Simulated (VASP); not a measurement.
# CdS (NiAs type) (P6_3/mmc) in VASP: further runs

CdS (NiAs type) is run at these levels: PBE; tasks: single point.

Program: VASP 6.6.1. These are calculated values, not measurements. Logs are shortened: lines on timing, memory, paths and dates and some standing lists are left out, and cuts for length are marked.

**1. The cell of the first run**

The structure is hexagonal, space group P6_3/mmc (No. 194). The conventional cell has a = 3.165 Å, b = 3.165 Å, c = 6.012 Å, α = 90.00°, β = 90.00°, γ = 120.00°. Cd (site symmetry -3m) has 6 S at 2.37 Å and 2 Cd at 3.01 Å within 3.1 Å. Within 3.1 Å of S (site symmetry -6m2) lie 6 Cd at 2.37 Å.

**2. Single point, PBE**

File INCAR:

```
SYSTEM = CdS
PREC = Accurate
ENCUT = 520
EDIFF = 1E-7
ISMEAR = -1
SIGMA = 0.08
LREAL = .FALSE.
LASPH = .TRUE.
NELM = 60
ALGO = Normal
ISIF = 2
LWAVE = .FALSE.
LCHARG = .TRUE.
GGA = PE
LELF = .TRUE.
LVHAR = .TRUE.
NBANDS = 26
```

File KPOINTS:

```
regular mesh
0
G
  11 11 6
  0 0 0
```

File POSCAR:

```
CdS
1.0
    3.1654100330      0.0000000000      0.0000000000
   -1.5827050165      2.7413255020      0.0000000000
    0.0000000000      0.0000000000      6.0123471007
Cd S
2 2
Direct
    0.0000000000      0.0000000000      0.0000000000
    0.0000000000      0.0000000000      0.5000000000
    0.3333333333      0.6666666667      0.2500000000
    0.6666666667      0.3333333333      0.7500000000
```

Potentials or basis: VASP PAW PBE potentials, release 64 (Cd, S).

Launch:

```bash
> cat potpaw_PBE.64/Cd/POTCAR potpaw_PBE.64/S/POTCAR > POTCAR
> mpirun -np 1 vasp_std > vasp.out
```

OUTCAR:

```text
SYSTEM = CdS
   PREC = Accurate
   ENCUT = 520
   EDIFF = 1E-7
   ISMEAR = -1
   LREAL = .FALSE.
   LASPH = .TRUE.
   NELM = 60
   ISIF = 2
   GGA = PE

 ion  position               nearest neighbor table
   1  0.000  0.000  0.000-   3 2.37   4 2.37   4 2.37   3 2.37   4 2.37   3 2.37   2 3.01   2 3.01

   2  0.000  0.000  0.500-   3 2.37   4 2.37   4 2.37   3 2.37   4 2.37   3 2.37   1 3.01   1 3.01

   3  0.333  0.667  0.250-   1 2.37   2 2.37   1 2.37   2 2.37   1 2.37   2 2.37
   4  0.667  0.333  0.750-   1 2.37   2 2.37   1 2.37   2 2.37   1 2.37   2 2.37

  LATTYP: Found a hexagonal cell.
 ALAT       =     3.1654100330
 C/A-ratio  =     1.8993896645

  Lattice vectors:

 A1 = (   3.1654100330,   0.0000000000,   0.0000000000)
 A2 = (  -1.5827050165,   2.7413255020,   0.0000000000)
 A3 = (   0.0000000000,   0.0000000000,   6.0123471007)

Analysis of symmetry for initial positions (statically):
=====================================================================
 Subroutine PRICEL returns:
 Original cell was already a primitive cell.

 Routine SETGRP: Setting up the symmetry group for a
 hexagonal supercell.

 Subroutine GETGRP returns: Found 24 space group operations
 (whereof 12 operations were pure point group operations)
 out of a pool of 24 trial point group operations.

The static configuration has the point symmetry D_3d.
 The point group associated with its full space group is D_6h.

Analysis of symmetry for dynamics (positions and initial velocities):
=====================================================================
 Subroutine PRICEL returns:
 Original cell was already a primitive cell.

 Routine SETGRP: Setting up the symmetry group for a
 hexagonal supercell.

 Subroutine GETGRP returns: Found 24 space group operations
 (whereof 12 operations were pure point group operations)
 out of a pool of 24 trial point group operations.

The dynamic configuration has the point symmetry D_3d.
 The point group associated with its full space group is D_6h.

 Subroutine INISYM returns: Found 24 space group operations
 (whereof 12 operations are pure point group operations),
 and found     1 'primitive' translations

----------------------------------------------------------------------------------------

                                     Primitive cell

  volume of cell :      52.1717

  direct lattice vectors                    reciprocal lattice vectors
     3.165410033  0.000000000  0.000000000     0.315914839  0.182393517  0.000000000
    -1.582705017  2.741325502  0.000000000     0.000000000  0.364787034  0.000000000
     0.000000000  0.000000000  6.012347101     0.000000000  0.000000000  0.166324396

  length of vectors
     3.165410033  3.165410033  6.012347101     0.364787034  0.364787034  0.166324396

  position of ions in fractional coordinates (direct lattice)
     0.000000000  0.000000000  0.000000000
     0.000000000  0.000000000  0.500000000
     0.333333333  0.666666667  0.250000000
     0.666666667  0.333333333  0.750000000

  ion indices of the primitive-cell ions
   primitive index   ion index
                 1           1
                 2           2
                 3           3
                 4           4

----------------------------------------------------------------------------------------

 KPOINTS: regular mesh

Automatic generation of k-mesh.
 Grid dimensions read from file:
 generate k-points for:   11   11    6

 Generating k-lattice:

  Cartesian coordinates                     Fractional coordinates (reciprocal lattice)
     0.028719531  0.016581229  0.000000000     0.090909091  0.000000000  0.000000000
     0.000000000  0.033162458  0.000000000     0.000000000  0.090909091  0.000000000
     0.000000000  0.000000000  0.027720733     0.000000000  0.000000000  0.166666667

  Length of vectors
     0.033162458  0.033162458  0.027720733

  Shift w.r.t. Gamma in fractional coordinates (k-lattice)
     0.000000000  0.000000000  0.000000000

 Subroutine IBZKPT returns following result:
 ===========================================

 Found     64 irreducible k-points:

 Following reciprocal coordinates:
            Coordinates               Weight
  0.000000  0.000000  0.000000      1.000000
  0.090909  0.000000  0.000000      6.000000
  0.181818 -0.000000  0.000000      6.000000
  0.272727  0.000000  0.000000      6.000000
  0.363636  0.000000  0.000000      6.000000
  0.454545  0.000000  0.000000      6.000000
[... 16 lines left out ...]
  0.090909  0.090909  0.166667     12.000000
  0.181818  0.090909  0.166667     24.000000
 [... further k-points ...]
   k-points           NKPTS =     64   k-points in BZ     NKDIM =     64   number of bands    NBANDS=     26
   number of dos      NEDOS =    301   number of ions     NIONS =      4
   total plane-waves  NPLWV =  27648
   dimension x,y,z NGX =    24 NGY =   24 NGZ =   48
   dimension x,y,z NGXF=    48 NGYF=   48 NGZF=   96
   ions per type =               2   2
   NGX,Y,Z   is equivalent  to a cutoff of  12.60, 12.60, 13.27 a.u.
   NGXF,Y,Z  is equivalent  to a cutoff of  25.21, 25.21, 26.54 a.u.
 SYSTEM =  CdS
   PREC   = accura    normal or accurate (medium, high low for compatibility)
   ISTART =      0    job   : 0-new  1-cont  2-samecut
   ICHARG =      2    charge: 1-file 2-atom 10-const
   ISPIN  =      1    spin polarized calculation?
   LNONCOLLINEAR =      F non collinear calculations
   LSORBIT =      F    spin-orbit coupling
   LASPH  =      T    aspherical Exc in radial PAW
   ENCUT  =  520.0 eV  38.22 Ry    6.18 a.u.   5.89  5.89 11.18*2*pi/ulx,y,z
   NELM   =     60;   NELMIN=  2; NELMDL= -5     # of ELM steps
   EDIFF  = 0.1E-06   stopping-criterion for ELM
   LREAL  =      F    real-space projection
   EDIFFG = 0.1E-05   stopping-criterion for IOM
   NSW    =      0    number of steps for IOM
   IBRION =     -1    ionic relax: 0-MD 1-quasi-New 2-CG
   NFREE  =      0    steps in history (QN), initial steepest desc. (CG)
   ISIF   =      2    stress and relaxation
   ISYM   =      2    0-nonsym 1-usesym 2-fastsym
   POTIM  = 0.5000    time-step for ionic-motion
   TEBEG  =    0.0;   TEEND  =   0.0 temperature during run
   PSTRESS=    0.0 pullay stress
   NELECT =      36.0000    total number of electrons
   NUPDOWN=      -1.0000    fix difference up-down
   EMIN   =  10.00;   EMAX   =-10.00  energy-range for DOS
   EFERMI =   0.00;   METHOD = LEGACY
   ISMEAR =    -1;   SIGMA  =   0.08  broadening in eV -4-tet -1-fermi 0-gaus
   EFERMI_NEDOS =   21; number of points for ismear=-14 and -15
   IALGO  =     38    algorithm
   IMIX   =      4    mixing-type and parameters
     AMIX     =   0.40;   BMIX     =  1.00
     AMIX_MAG =   1.60;   BMIX_MAG =  1.00
  volume/ion in A,a.u.               =      13.04        88.02
  Fermi-wavevector in a.u.,A,eV,Ry     =   1.446652  2.733776 28.474307  2.092802
  Thomas-Fermi vector in A             =   2.564696
   LORBIT       =      0    0 simple, 1 ext, 2 COOP (PROOUT), +10 PAW based schemes
   GGA     = PE    functional components
   LHFCALC =     F    Hartree Fock is set to
   AEXX    =    0.0000 exact exchange contribution
   IVDW    =     0    specifies the selected vdW correction
   LEPSILON=     F    determine dielectric tensor
   LRPA    =     F    only Hartree local field effects (RPA)
 non-spin polarized calculation
  energy-cutoff  :      520.00
  volume of cell :       52.17
 maximum number of plane-waves:      1428
 NGX is ok and might be reduce to    24
   NGX = 11   NGY = 11   NGZ = 23

 number of electron      35.9999996 magnetization

 Free energy of the ion-electron system (eV)
  ---------------------------------------------------
  ext. energy  EPLUGINS =         0.00000000
  ---------------------------------------------------
  free energy    TOTEN  =        -4.81110719 eV

  energy without entropy =       -4.80707809  energy(sigma->0) =       -4.80909264

 E-fermi :   9.2916     XC(G=0): -12.8154

 val. band max:        9.2408413088   @ k =   0.0000   0.0000   0.1667
 cond. band min:       9.3618491160   @ k =   0.0000   0.0000   0.0000
 fundamental gap:      0.1210078072
 Fermi energy:         9.2916349674

 k-point     1 :       0.0000    0.0000    0.0000
  band No.  band energies     occupation
      1      -8.5089      2.00000
      2      -6.3989      2.00000
      3      -2.5617      2.00000
      4      -1.7737      2.00000
      5      -1.6741      2.00000
      6      -1.6741      2.00000
[... 18 lines left out ...]
     25      19.3814      0.00000
     26      19.7127      0.00000

 k-point     2 :       0.0909    0.0000    0.0000
  band No.  band energies     occupation
      1      -8.3696      2.00000
      2      -6.3944      2.00000
      3      -2.4105      2.00000
      4      -1.7461      2.00000
      5      -1.6437      2.00000
      6      -1.6025      2.00000
[... 18 lines left out ...]
     25      18.0760      0.00000
     26      18.8714      0.00000

 k-point     3 :       0.1818   -0.0000    0.0000
  band No.  band energies     occupation
      1      -7.9663      2.00000
      2      -6.3779      2.00000
      3      -2.0433      2.00000
      4      -1.6956      2.00000
      5      -1.6002      2.00000
      6      -1.4463      2.00000
[... 18 lines left out ...]
     25      17.6501      0.00000
     26      17.7364      0.00000

 k-point     4 :       0.2727    0.0000    0.0000
  band No.  band energies     occupation
      1      -7.3605      2.00000
      2      -6.3283      2.00000
      3      -1.9776      2.00000
      4      -1.6761      2.00000
      5      -1.6233      2.00000
      6      -1.5257      2.00000
[... 18 lines left out ...]
     25      17.5623      0.00000
     26      19.5801      0.00000
[... 496 lines left out ...]
      1      -6.5501      2.00000
      2      -5.6963      2.00000
      3      -2.5249      2.00000
      4      -2.1639      2.00000
      5      -1.6823      2.00000
      6      -1.6136      2.00000
[... 18 lines left out ...]
     25      19.2353      0.00000
     26      21.6183      0.00000

 k-point    23 :       0.0909    0.0909    0.1667
  band No.  band energies     occupation
      1      -8.0103      2.00000
      2      -6.5438      2.00000
      3      -2.0831      2.00000
      4      -1.6843      2.00000
      5      -1.5377      2.00000
      6      -1.4440      2.00000
[... 18 lines left out ...]
     25      17.4328      0.00000
     26      17.4836      0.00000

 k-point    24 :       0.1818    0.0909    0.1667
  band No.  band energies     occupation
      1      -7.5142      2.00000
      2      -6.4511      2.00000
      3      -1.8733      2.00000
      4      -1.6924      2.00000
      5      -1.5893      2.00000
      6      -1.4647      2.00000
[... 18 lines left out ...]
     25      17.4983      0.00000
     26      18.3033      0.00000

 [... further k-points ...]
[... 5 lines left out ...]
  --------------------------------------------------------------------------------------
  -------------------------------------------------------------------------------------
  Total       33.6042804     33.6042804     33.8502402      0.0000000      0.0000000      0.0000000
  in kB     1031.9782782   1031.9782782   1039.5316364      0.0000000      0.0000000      0.0000000
  external PRESSURE =    1034.4960643 kB  Pullay stress =       0.0000000 kB

 VOLUME and BASIS-vectors are now :
 -----------------------------------------------------------------------------
  energy-cutoff  :      520.00
  volume of cell :       52.17
      direct lattice vectors                 reciprocal lattice vectors
     3.165410033  0.000000000  0.000000000     0.315914839  0.182393517  0.000000000
    -1.582705017  2.741325502  0.000000000     0.000000000  0.364787034  0.000000000
     0.000000000  0.000000000  6.012347101     0.000000000  0.000000000  0.166324396

 POSITION                                       TOTAL-FORCE (eV/Angst)
 -----------------------------------------------------------------------------------
      0.00000      0.00000      0.00000         0.000000      0.000000      0.000000
      0.00000      0.00000      3.00617        -0.000000      0.000000      0.000000
     -0.00000      1.82755      1.50309        -0.000000      0.000000      0.000000
      1.58271      0.91378      4.50926         0.000000     -0.000000     -0.000000
 -----------------------------------------------------------------------------------
    total drift:                               -0.000000      0.000000      0.000000

  FREE ENERGIE OF THE ION-ELECTRON SYSTEM (eV)
  ---------------------------------------------------
  free  energy   TOTEN  =        -4.8111071894 eV

  energy  without entropy=       -4.8070780866  energy(sigma->0) =       -4.80909264
```

It took 33 s on 1 thread of Intel Xeon 6975P-C (Granite Rapids), shared host; peak memory 0.21 GiB.

What came out:

- Free energy: -4.8111 eV
- Pressure: 103.4 GPa
- Band gap on the k mesh: zero (band 18 reaches 9.36 eV, above the bottom of band 19 at 9.11 eV)

**3. Single point, PBE**

File INCAR:

```
PREC = Accurate ; ENCUT = 520
EDIFF = 1E-6 ; ISMEAR = -1
SIGMA = 0.08 ; LREAL = False
LASPH = True ; NELM = 80
ALGO = Normal ; ISIF = 2
LWAVE = False ; LCHARG = False
GGA = PE ; NBANDS = 26
```

File KPOINTS:

```
Automatic mesh
0
Gamma
  11 11 6
```

POSCAR is that of step 2.

Potentials or basis: VASP PAW PBE potentials, release 64 (Cd, S).

Launch:

```bash
> cat potpaw_PBE.64/Cd/POTCAR potpaw_PBE.64/S/POTCAR > POTCAR
> mpirun -np 1 vasp_std > vasp.out
```

Run time: 27 s. Hardware: 1 thread of Intel Xeon 6975P-C (Granite Rapids), shared host; peak memory 0.22 GiB.

Results (log left out):

```
Free energy            : -4.8111 eV
Pressure               : 103.5 GPa
Band gap on the k mesh : zero (band 18 reaches 9.36 eV, above the bottom of band 19 at 9.11 eV)
```

Stress tensor (GPa, compression positive):
```
103.20   0.00   0.00
  0.00 103.20   0.00
  0.00   0.00 103.95
```

Levels at points of the mesh, in eV from the Fermi level:
```
           k point  band 16  band 17  band 18  band 19  band 20  band 21
(0.00, 0.00, 0.00)    -1.83     0.07     0.07     2.46     3.53     6.42
(0.00, 0.00, 0.50)    -0.85    -0.85    -0.85     4.87     4.87     6.48
```
